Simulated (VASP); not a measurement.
YW3:

```
Y W
1.0
     4.18054    0.00000    0.00000
     0.00000    4.18054    0.00000
     0.00000    0.00000    4.18054
Y W
1 3
Direct
  0.00000 0.00000 0.00000
  0.00000 0.50000 0.50000
  0.50000 0.00000 0.50000
  0.50000 0.50000 0.00000
```

| Item | Value |
| --- | --- |
| Program | VASP 6.6.1 |
| Task | relaxation of cell and atoms |
| Functional | PBE |
| Potentials or basis | VASP PAW PBE potentials, release 64 (Y_sv, W_sv) |
| Cutoff | 600 eV |
| k mesh | 4 × 4 × 4 |
| Occupations | gaussian, width 0.1 eV |
| Spin | no spin polarisation |

At the start: pressure 4.3 GPa; volume 18.27 Å³/atom.

Problem. Where does the relaxation end?

Solution. Over 3 steps the energy falls by 5.8 meV/atom and the volume is 18.71 Å³/atom (+2.4 %); space group Pm-3m (No. 221, to 0.1 Å) before and after.

Step by step:
```tsv
step	energy change (eV)	largest force (eV/Å)	pressure (GPa)	volume (Å³)
1	0.0000	0.0000	4.33	73.06
2	0.0627	0.0000	-7.38	78.41
3	-0.0233	0.0000	-0.06	74.85
```

Final structure:
```xyz
4
Lattice="4.2143 0.0000 0.0000 0.0000 4.2143 0.0000 0.0000 0.0000 4.2143" Properties=species:S:1:pos:R:3 pbc="T T T"
Y     0.0000    0.0000    0.0000
W     0.0000    2.1071    2.1071
W     2.1071    0.0000    2.1071
W     2.1071    2.1071    0.0000
```

Caveat: the k points lie up to 0.37 Å⁻¹ apart in the final cell, too coarse for converged energies and pressures of a metal.
